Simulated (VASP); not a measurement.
Wanted: the native input for a VASP 6.6.1 run.

```yaml
Task: single point
Functional: PBE
Potentials_or_basis: VASP PAW PBE potentials, release 64 (Al, N)
Cutoff: 520 eV
k_mesh: 5 × 3 × 1
Occupations: gaussian, width 0.1 eV
Spin: no spin polarisation
Dipole_correction: yes
Further_INCAR_settings: LREAL = Auto; ALGO = Normal; EDIFF = 1e-07; NBANDS = 48
```

The structure of Al9N lies in POSCAR:

```
Al9N
1.0
    5.7070863110      0.0000000000      0.0000000000
   -1.4267715777      9.7014842372      0.0000000000
    0.0000000000      0.0000000000     22.7903703877
Al N
18 2
Direct
    0.2662216041      0.0648864163      0.1755127245
    0.7662216041      0.0648864163      0.1755127245
    0.3354806058      0.3419224231      0.2192029851
    0.8354806058      0.3419224231      0.2192029851
    0.1493324061      0.5973296244      0.2279410371
    0.6493324061      0.5973296244      0.2279410371
    0.4631842064      0.8527368258      0.2366790893
    0.9631842064      0.8527368258      0.2366790893
    0.0319772075      0.1277109158      0.2808262501
    0.5319772075      0.1277109158      0.2808262501
    0.0997917578      0.4042231245      0.3301071117
    0.5997917578      0.4042231245      0.3301071117
    0.4144000538      0.6596656467      0.3369822073
    0.9144000538      0.6596656467      0.3369822073
    0.2263076930      0.9110819227      0.3449259125
    0.7263076930      0.9110819227      0.3449259125
    0.2962427187      0.1814071959      0.3857054641
    0.7962427187      0.1814071959      0.3857054641
    0.3799362750      0.9110819227      0.4208080090
    0.5726791109      0.9110819227      0.4208080090
```

The input as run:

INCAR

```
SYSTEM = Al9N
PREC = Accurate
ENCUT = 520
EDIFF = 1E-7
ISMEAR = 0
SIGMA = 0.1
LREAL = Auto
LASPH = .TRUE.
NELM = 60
ALGO = Normal
ISIF = 2
LWAVE = .FALSE.
LCHARG = .FALSE.
LDIPOL = .TRUE.
IDIPOL = 3
DIPOL = 0.5 0.5 0.296
GGA = PE
NBANDS = 48
```

KPOINTS

```
Automatic mesh
0
G
  5 3 1
  0 0 0
```

Potentials or basis: VASP PAW PBE potentials, release 64 (Al, N).

Launch:

```console
$ cat potpaw_PBE.64/Al/POTCAR potpaw_PBE.64/N/POTCAR > POTCAR
$ mpirun -np 1 vasp_std > vasp.out
```

It gave:

```
Largest force          : 11.057 eV/Å
Band gap on the k mesh : zero (bands 32 and 33 overlap by 0.40 eV)
```

Caveat: the standard files for N, O and F lose accuracy on very short bonds.

It took 12 min on 1 thread of AMD EPYC 9R45 96-Core Processor (Zen 5), with other jobs on the host, peak memory 1.1 GiB.
